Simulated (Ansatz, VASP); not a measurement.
## Two plane-wave programs on C

```xyz
4
Lattice="2.5031 0.0000 0.0000 -1.2516 2.1678 0.0000 0.0000 0.0000 4.1687" Properties=species:S:1:pos:R:3 pbc="T T T"
C     0.0000    1.4452    0.2615
C     1.2516    0.7226    2.3459
C     0.0000    1.4452    1.8228
C     1.2516    0.7226    3.9072
```

Alike in both runs: functional r2SCAN; k mesh 12 × 12 × 6; occupations gaussian, width 0.02 eV; no spin polarisation.

Ansatz relaxed the structure, and its values are those at the end. VASP's run is a single point on that final structure, the one shown.

```csv
,VASP,Ansatz
version,VASP 6.6.1,Ansatz 0.2.0
potentials or method,"VASP PAW PBE potentials, release 64 (C_h), cutoff 910 eV","scalar-relativistic, plane waves, PAW"
valence electrons in the cell,16,16
```

|  | VASP | Ansatz | Ansatz less VASP |
| --- | --- | --- | --- |
| gap on the k mesh at the Fermi level (eV) | 3.59 | 3.59 | +0.007 |
| least direct gap on the mesh (eV) | 5.24 | 5.24 | +0.005 |

VASP's potentials were made for PBE, not for r2SCAN.

Noted on VASP's run: the cutoff is short for stress, so the pressure is rough.
